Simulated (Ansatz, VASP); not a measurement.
**Te in VASP and in Ansatz**

```
Te
1.0
     3.21395    0.00000    0.00000
     0.00000    3.21395    0.00000
     0.00000    0.00000    3.17362
Te
1
Cartesian
  0.0000 0.0000 0.0000
```

Alike in both runs: functional PBE; k mesh 16 × 16 × 18; occupations gaussian, width 0.1 eV; no spin polarisation.

Ansatz relaxed the structure, and its values are those at the end. VASP's run is a single point on that final structure, the one shown.

|  | VASP | Ansatz |
| --- | --- | --- |
| version | VASP 6.6.1 | Ansatz 0.2.0 |
| potentials or method | VASP PAW PBE potentials, release 64 (Te), cutoff 520 eV | scalar-relativistic, plane waves, PAW |
| valence electrons in the cell | 6 | 16 |

|  | VASP | Ansatz | Ansatz less VASP |
| --- | --- | --- | --- |
| gap on the k mesh at the Fermi level (eV) | none | none | - |
| pressure (GPa) | 0.0 | 0.0 | +0.04 |

A gap of «none» marks a metal or a gap that the smearing closes. The functional is the same, so the differences come from potentials, cutoffs and numerics. VASP's potentials hold 6 valence electrons a cell and Ansatz's 16, so a difference there can come from the potentials and not from the codes.

Neither program's run includes spin-orbit coupling.
